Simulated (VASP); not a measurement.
Set up this calculation in VASP 6.6.1, as the native input.

```yaml
Task: single point
Functional: PBE
Dispersion: D3(BJ)
Potentials_or_basis: VASP PAW PBE potentials, release 64 (Se, Pt)
Cutoff: 520 eV
k_mesh: 9 × 9 × 1
Occupations: gaussian, width 0.05 eV
Spin: no spin polarisation
Dipole_correction: yes
Further_INCAR_settings: ALGO = Normal; EDIFF = 1e-06; NBANDS = 31
```

The structure of PtSe2 lies in POSCAR:

```
PtSe2
1.0
    3.7070357954      0.0000000000      0.0000000000
   -1.8535178977      3.2103871715      0.0000000000
    0.0000000000      0.0000000000     22.7981616618
Se Pt
4 2
Direct
    0.6666666667      0.3333333333      0.1973843359
    0.3333333333      0.6666666667      0.3135814605
    0.5000000000      1.0000000000      0.4741207204
    0.1666666667      1.3333333333      0.5903178450
    0.0000000000      0.0000000000      0.2554828982
   -0.1666666667      0.6666666667      0.5322192827
```

This cell differs from its parent crystal: layers slid over each other.

One way to write it, as run:

INCAR

```
ALGO = Normal ; DIPOL = 0.5 0.5 0.394
EDIFF = 1E-6 ; ENCUT = 520
GGA = PE ; IDIPOL = 3
ISIF = 2 ; ISMEAR = 0
IVDW = 12 ; LASPH = True
LCHARG = True ; LDIPOL = True
LELF = True ; LREAL = False
LVACPOTAV = True ; LVHAR = True
LWAVE = False ; NBANDS = 31
NELM = 80 ; PREC = Accurate
SIGMA = 0.05
```

KPOINTS

```
k-points
0
Gamma
  9 9 1
```

Potentials or basis: VASP PAW PBE potentials, release 64 (Se, Pt).

Launch:

```bash
$ cat potpaw_PBE.64/Se/POTCAR potpaw_PBE.64/Pt/POTCAR > POTCAR
$ mpirun -np 1 vasp_std > vasp.out
```

It gave:

| Quantity | Value |
| --- | --- |
| Largest force | 0.062 eV/Å |
| Band gap on the k mesh | 0.99 eV (least direct gap 1.16 eV) |
| Dispersion energy per atom | -0.339 eV |

Caveat: the cell differs from its parent crystal (layers slid over each other); spin-orbit coupling is left out, which moves the levels of the heavy elements.

Wall time 8.3 min on 1 thread of Intel(R) Xeon(R) Platinum 8375C CPU @ 2.90GHz (Ice Lake), on a shared host, peak memory 0.47 GiB.
